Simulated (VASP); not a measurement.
# InSbTe3 (P6/mmm) in VASP: notebook

InSbTe3 is run at these levels: PBE; tasks: single point, relaxation of cell and atoms.

Everything below comes from runs of VASP 6.6.1. Logs are shortened: lines on timing, memory, paths and dates and some standing lists are left out, and cuts for length are marked.

### Step 1. The cell of the first run

The structure is hexagonal, space group P6/mmm (No. 191). The conventional cell has a = 5.783 Å, b = 5.783 Å, c = 5.911 Å, α = 90.00°, β = 90.00°, γ = 120.00°. Within 3.8 Å of In (site symmetry 6/mmm) lie 6 Te at 2.89 Å and 2 Sb at 2.96 Å. Within 3.9 Å of Sb (site symmetry 6/mmm) lie 2 In at 2.96 Å. Te (site symmetry mmm) has 2 In at 2.89 Å and 4 Te at 2.89 Å within 3.8 Å.

The cell was generated, and may not be a known phase.

### Step 2. Single point, PBE

INCAR

```
ALGO = Normal
EDIFF = 1E-6
ENCUT = 520
GGA = PE
ISIF = 2
ISMEAR = 0
LASPH = True
LCHARG = False
LREAL = False
LWAVE = False
NBANDS = 26
NELM = 60
PREC = Accurate
SIGMA = 0.1
```

KPOINTS

```
k-points
0
Gamma
  3 3 4
```

POSCAR

```
InSbTe3
1.0
    5.7825333600      0.0000000000      0.0000000000
   -2.8912666800      5.0078207900      0.0000000000
    0.0000000000      0.0000000000      5.9111676300
In Sb Te
1 1 3
Direct
    0.0000000000      0.0000000000      0.5000000000
    0.0000000000      0.0000000000      0.0000000000
    0.5000000000      0.0000000000      0.5000000000
    0.0000000000      0.5000000000      0.5000000000
    0.5000000000      0.5000000000      0.5000000000
```

Potentials or basis: VASP PAW PBE potentials, release 64 (In_d, Sb, Te).

The run is started by

```console
> cat potpaw_PBE.64/In_d/POTCAR potpaw_PBE.64/Sb/POTCAR potpaw_PBE.64/Te/POTCAR > POTCAR
> mpirun -np 1 vasp_std > vasp.out
```

OUTCAR:

```text
EDIFF = 1E-6
   ENCUT = 520
   GGA = PE
   ISIF = 2
   ISMEAR = 0
   LASPH = True
   LREAL = False
   NELM = 60
   PREC = Accurate

 ion  position               nearest neighbor table
   1  0.000  0.000  0.500-   3 2.89   3 2.89   5 2.89   4 2.89   4 2.89   5 2.89   2 2.96   2 2.96

   2  0.000  0.000  0.000-   1 2.96   1 2.96
   3  0.500  0.000  0.500-   1 2.89   1 2.89   5 2.89   5 2.89   4 2.89   4 2.89
   4  0.000  0.500  0.500-   5 2.89   5 2.89   1 2.89   1 2.89   3 2.89   3 2.89
   5  0.500  0.500  0.500-   4 2.89   4 2.89   1 2.89   3 2.89   3 2.89   1 2.89

  LATTYP: Found a hexagonal cell.
 ALAT       =     5.7825333600
 C/A-ratio  =     1.0222453139

  Lattice vectors:

 A1 = (   5.7825333600,   0.0000000000,   0.0000000000)
 A2 = (  -2.8912666800,   5.0078207900,   0.0000000000)
 A3 = (   0.0000000000,   0.0000000000,   5.9111676300)

Analysis of symmetry for initial positions (statically):
=====================================================================
 Subroutine PRICEL returns:
 Original cell was already a primitive cell.

 Routine SETGRP: Setting up the symmetry group for a
 hexagonal supercell.

 Subroutine GETGRP returns: Found 24 space group operations
 (whereof 24 operations were pure point group operations)
 out of a pool of 24 trial point group operations.

The static configuration has the point symmetry D_6h.

Analysis of symmetry for dynamics (positions and initial velocities):
=====================================================================
 Subroutine PRICEL returns:
 Original cell was already a primitive cell.

 Routine SETGRP: Setting up the symmetry group for a
 hexagonal supercell.

 Subroutine GETGRP returns: Found 24 space group operations
 (whereof 24 operations were pure point group operations)
 out of a pool of 24 trial point group operations.

The dynamic configuration has the point symmetry D_6h.

 Subroutine INISYM returns: Found 24 space group operations
 (whereof 24 operations are pure point group operations),
 and found     1 'primitive' translations

----------------------------------------------------------------------------------------

                                     Primitive cell

  volume of cell :     171.1749

  direct lattice vectors                    reciprocal lattice vectors
     5.782533360  0.000000000  0.000000000     0.172934584  0.099843828  0.000000000
    -2.891266680  5.007820790  0.000000000     0.000000000  0.199687657  0.000000000
     0.000000000  0.000000000  5.911167630     0.000000000  0.000000000  0.169171315

  length of vectors
     5.782533360  5.782533362  5.911167630     0.199687657  0.199687657  0.169171315

  position of ions in fractional coordinates (direct lattice)
     0.000000000  0.000000000  0.500000000
     0.000000000  0.000000000  0.000000000
     0.500000000  0.000000000  0.500000000
     0.000000000  0.500000000  0.500000000
     0.500000000  0.500000000  0.500000000

  ion indices of the primitive-cell ions
   primitive index   ion index
                 1           1
                 2           2
                 3           3
                 4           4
                 5           5

----------------------------------------------------------------------------------------

 KPOINTS: k-points

Automatic generation of k-mesh.
 Grid dimensions read from file:
 generate k-points for:    3    3    4

 Generating k-lattice:

  Cartesian coordinates                     Fractional coordinates (reciprocal lattice)
     0.057644861  0.033281276  0.000000000     0.333333333 -0.000000000  0.000000000
     0.000000000  0.066562552  0.000000000     0.000000000  0.333333333  0.000000000
     0.000000000  0.000000000  0.042292829     0.000000000  0.000000000  0.250000000

  Length of vectors
     0.066562552  0.066562552  0.042292829

  Shift w.r.t. Gamma in fractional coordinates (k-lattice)
     0.000000000  0.000000000  0.000000000

 Subroutine IBZKPT returns following result:
 ===========================================

 Found      9 irreducible k-points:

 Following reciprocal coordinates:
            Coordinates               Weight
  0.000000  0.000000  0.000000      1.000000
  0.333333  0.000000  0.000000      6.000000
  0.333333  0.333333  0.000000      2.000000
  0.000000  0.000000  0.250000      2.000000
  0.333333  0.000000  0.250000     12.000000
  0.333333  0.333333  0.250000      4.000000
  0.000000  0.000000  0.500000      1.000000
  0.333333  0.000000  0.500000      6.000000
  0.333333  0.333333  0.500000      2.000000
   k-points           NKPTS =      9   k-points in BZ     NKDIM =      9   number of bands    NBANDS=     26
   number of dos      NEDOS =    301   number of ions     NIONS =      5
   total plane-waves  NPLWV = 110592
   dimension x,y,z NGX =    48 NGY =   48 NGZ =   48
   dimension x,y,z NGXF=    96 NGYF=   96 NGZF=   96
   ions per type =               1   1   3
   NGX,Y,Z   is equivalent  to a cutoff of  13.80, 13.80, 13.50 a.u.
   NGXF,Y,Z  is equivalent  to a cutoff of  27.60, 27.60, 27.00 a.u.
 SYSTEM =  unknown system
   PREC   = accura    normal or accurate (medium, high low for compatibility)
   ISTART =      0    job   : 0-new  1-cont  2-samecut
   ICHARG =      2    charge: 1-file 2-atom 10-const
   ISPIN  =      1    spin polarized calculation?
   LNONCOLLINEAR =      F non collinear calculations
   LSORBIT =      F    spin-orbit coupling
   LASPH  =      T    aspherical Exc in radial PAW
   ENCUT  =  520.0 eV  38.22 Ry    6.18 a.u.  10.75 10.75 10.99*2*pi/ulx,y,z
   NELM   =     60;   NELMIN=  2; NELMDL= -5     # of ELM steps
   EDIFF  = 0.1E-05   stopping-criterion for ELM
   LREAL  =      F    real-space projection
   EDIFFG = 0.1E-04   stopping-criterion for IOM
   NSW    =      0    number of steps for IOM
   IBRION =     -1    ionic relax: 0-MD 1-quasi-New 2-CG
   NFREE  =      0    steps in history (QN), initial steepest desc. (CG)
   ISIF   =      2    stress and relaxation
   ISYM   =      2    0-nonsym 1-usesym 2-fastsym
   POTIM  = 0.5000    time-step for ionic-motion
   TEBEG  =    0.0;   TEEND  =   0.0 temperature during run
   PSTRESS=    0.0 pullay stress
   NELECT =      36.0000    total number of electrons
   NUPDOWN=      -1.0000    fix difference up-down
   EMIN   =  10.00;   EMAX   =-10.00  energy-range for DOS
   EFERMI =   0.00;   METHOD = LEGACY
   ISMEAR =     0;   SIGMA  =   0.10  broadening in eV -4-tet -1-fermi 0-gaus
   EFERMI_NEDOS =   21; number of points for ismear=-14 and -15
   IALGO  =     38    algorithm
   IMIX   =      4    mixing-type and parameters
     AMIX     =   0.40;   BMIX     =  1.00
     AMIX_MAG =   1.60;   BMIX_MAG =  1.00
  volume/ion in A,a.u.               =      34.23       231.03
  Fermi-wavevector in a.u.,A,eV,Ry     =   0.973559  1.839760 12.895834  0.947817
  Thomas-Fermi vector in A             =   2.103948
   LORBIT       =      0    0 simple, 1 ext, 2 COOP (PROOUT), +10 PAW based schemes
   GGA     = PE    functional components
   LHFCALC =     F    Hartree Fock is set to
   AEXX    =    0.0000 exact exchange contribution
   IVDW    =     0    specifies the selected vdW correction
   LEPSILON=     F    determine dielectric tensor
   LRPA    =     F    only Hartree local field effects (RPA)
 non-spin polarized calculation
 Gauss-broadening in eV      SIGMA  =   0.10
  energy-cutoff  :      520.00
  volume of cell :      171.17
 maximum number of plane-waves:      4618
 NGX is ok and might be reduce to    48
   NGX = 21   NGY = 21   NGZ = 21

 number of electron      35.9999997 magnetization

 Free energy of the ion-electron system (eV)
  ---------------------------------------------------
  ext. energy  EPLUGINS =         0.00000000
  ---------------------------------------------------
  free energy    TOTEN  =       -10.87408908 eV

  energy without entropy =      -10.83696644  energy(sigma->0) =      -10.85552776

 E-fermi :   5.3924     XC(G=0):  -8.6440

 val. band max:        5.3796045525   @ k =   0.3333   0.3333   0.5000
 cond. band min:       5.4198096536   @ k =   0.0000   0.0000   0.0000
 fundamental gap:      0.0402051012
 Fermi energy:         5.3923891915

 k-point     1 :       0.0000    0.0000    0.0000
  band No.  band energies     occupation
      1      -9.7951      2.00000
      2      -9.5800      2.00000
      3      -9.5800      2.00000
      4      -9.3155      2.00000
      5      -9.3155      2.00000
      6      -8.7649      2.00000
[... 18 lines left out ...]
     25       9.6807      0.00000
     26       9.8192      0.00000

 k-point     2 :       0.3333    0.0000    0.0000
  band No.  band energies     occupation
      1      -9.6295      2.00000
      2      -9.5427      2.00000
      3      -9.5358      2.00000
      4      -9.3198      2.00000
      5      -9.3168      2.00000
      6      -8.4336      2.00000
[... 18 lines left out ...]
     25      10.7465      0.00000
     26      10.8512      0.00000

 k-point     3 :       0.3333    0.3333    0.0000
  band No.  band energies     occupation
      1      -9.5742      2.00000
      2      -9.5742      2.00000
      3      -9.4793      2.00000
      4      -9.3197      2.00000
      5      -9.3197      2.00000
      6      -7.5358      2.00000
[... 18 lines left out ...]
     25      10.9998      0.00000
     26      10.9998      0.00000

 k-point     4 :       0.0000    0.0000    0.2500
  band No.  band energies     occupation
      1      -9.7949      2.00000
      2      -9.5799      2.00000
      3      -9.5799      2.00000
      4      -9.3167      2.00000
      5      -9.3167      2.00000
      6      -8.7403      2.00000
[... 18 lines left out ...]
     25      10.6205      0.00000
     26      10.6205      0.00000
[... 61 lines left out ...]
      1      -9.7947      2.00000
      2      -9.5799      2.00000
      3      -9.5799      2.00000
      4      -9.3179      2.00000
      5      -9.3179      2.00000
      6      -8.7150      2.00000
[... 18 lines left out ...]
     25      11.7174      0.00000
     26      11.8989      0.00000

 k-point     8 :       0.3333    0.0000    0.5000
  band No.  band energies     occupation
      1      -9.6286      2.00000
      2      -9.5427      2.00000
      3      -9.5311      2.00000
      4      -9.3223      2.00000
      5      -9.3193      2.00000
      6      -8.4017      2.00000
[... 18 lines left out ...]
     25      10.6544      0.00000
     26      11.4498      0.00000

 k-point     9 :       0.3333    0.3333    0.5000
  band No.  band energies     occupation
      1      -9.5740      2.00000
      2      -9.5740      2.00000
      3      -9.4692      2.00000
      4      -9.3223      2.00000
      5      -9.3223      2.00000
      6      -7.5265      2.00000
[... 18 lines left out ...]
     25       8.9870      0.00000
     26      10.8918      0.00000

------------------------ aborting loop because EDIFF is reached ----------------------------------------

  FORCE on cell =-STRESS in cart. coord.  units (eV):
  Direction    XX          YY          ZZ          XY          YZ          ZX
  --------------------------------------------------------------------------------------
  -------------------------------------------------------------------------------------
  Total       22.6343052     22.6343053     -2.8644528      0.0000000     -0.0000000      0.0000000
  in kB      211.8544300    211.8544301    -26.8109403      0.0000000     -0.0000000      0.0000000
  external PRESSURE =     132.2993066 kB  Pullay stress =       0.0000000 kB

 VOLUME and BASIS-vectors are now :
 -----------------------------------------------------------------------------
  energy-cutoff  :      520.00
  volume of cell :      171.17
      direct lattice vectors                 reciprocal lattice vectors
     5.782533360  0.000000000  0.000000000     0.172934584  0.099843828  0.000000000
    -2.891266680  5.007820790  0.000000000     0.000000000  0.199687657  0.000000000
     0.000000000  0.000000000  5.911167630     0.000000000  0.000000000  0.169171315

 POSITION                                       TOTAL-FORCE (eV/Angst)
 -----------------------------------------------------------------------------------
      0.00000      0.00000      2.95558        -0.000000      0.000000      0.000000
      0.00000      0.00000      0.00000        -0.000000      0.000000      0.000000
      2.89127      0.00000      2.95558         0.000000      0.000000      0.000000
     -1.44563      2.50391      2.95558        -0.000000      0.000000      0.000000
      1.44563      2.50391      2.95558         0.000000      0.000000      0.000000
 -----------------------------------------------------------------------------------
    total drift:                                0.000000      0.000000     -0.000000

  FREE ENERGIE OF THE ION-ELECTRON SYSTEM (eV)
  ---------------------------------------------------
  free  energy   TOTEN  =       -10.8740890836 eV

  energy  without entropy=      -10.8369664410  energy(sigma->0) =      -10.85552776
```

Wall time 42 s (1 thread of AMD EPYC 7R13 (Zen 3), shared host); peak memory 0.3 GiB.

Results:

- Free energy: -10.8741 eV
- Pressure: 13.2 GPa
- Band gap on the k mesh: zero (bands 18 and 19 overlap by 0.66 eV)

Levels at points of the mesh, in eV from the Fermi level:
```
           k point  band 15  band 16  band 17  band 18  band 19  band 20  band 21  band 22
(0.00, 0.00, 0.00)    -1.19    -0.52    -0.52     0.03     0.03     2.48     3.29     3.82
(0.00, 0.00, 0.50)    -0.71    -0.71    -0.45    -0.45     1.55     2.49     3.08     3.69
```

Caveat: the k points lie up to 0.42 Å⁻¹ apart, too coarse for converged energies and pressures of a metal; spin-orbit coupling is left out, which moves the levels of the heavy elements.

[end of part 1 of 4]

The gap in the log of VASP goes by the Fermi energy; the results here count the filled bands.